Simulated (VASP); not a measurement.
Runs of VASP 6.6.1 on Si4Cl. The structure is that of space group P6/mmm (No. 191), or close to it. The cells are those of the table. 

```csv
task,cell,k mesh,cutoff (eV),gap on the mesh (eV),pressure (GPa),relaxed volume (Å³/atom),largest force (eV/Å)
single point,"a = 4.194, b = 4.194, c = 7.365 Å, angles 90.0, 90.0, 120.0°, 5 atoms",6 × 6 × 4,520,none,-0.1,-,(a)
relaxation of cell and atoms,"relaxed from a = 4.319, b = 4.319, c = 6.654 Å, angles 90.0, 90.0, 120.0°, 5 atoms",6 × 6 × 4,600,none,0.0,22.39,0.01
single point,"a = 4.169, b = 4.169, c = 7.441 Å, angles 90.0, 90.0, 120.0°, 5 atoms",12 × 12 × 6,520,none,0.0,-,-
relaxation of cell and atoms,"relaxed from a = 4.194, b = 4.194, c = 7.365 Å, angles 90.0, 90.0, 120.0°, 5 atoms",12 × 12 × 6,600,none,0.0,22.39,0.01
single point,"a = 4.319, b = 4.319, c = 6.654 Å, angles 90.0, 90.0, 120.0°, 5 atoms",6 × 6 × 4,520,none,42.9,-,31.52
```

Alike in all rows: level PBE; potentials or basis VASP PAW PBE potentials, release 64 (Si, Cl); no spin polarisation; smearing gaussian 0.1 eV.

Estimate the missing entries.

(a) 0.03.

Caveats: an odd number of electrons without spin polarisation forces a metal; a magnetic or distorted state may lie lower.

A gap of «none» marks levels without a gap at the run's occupations.
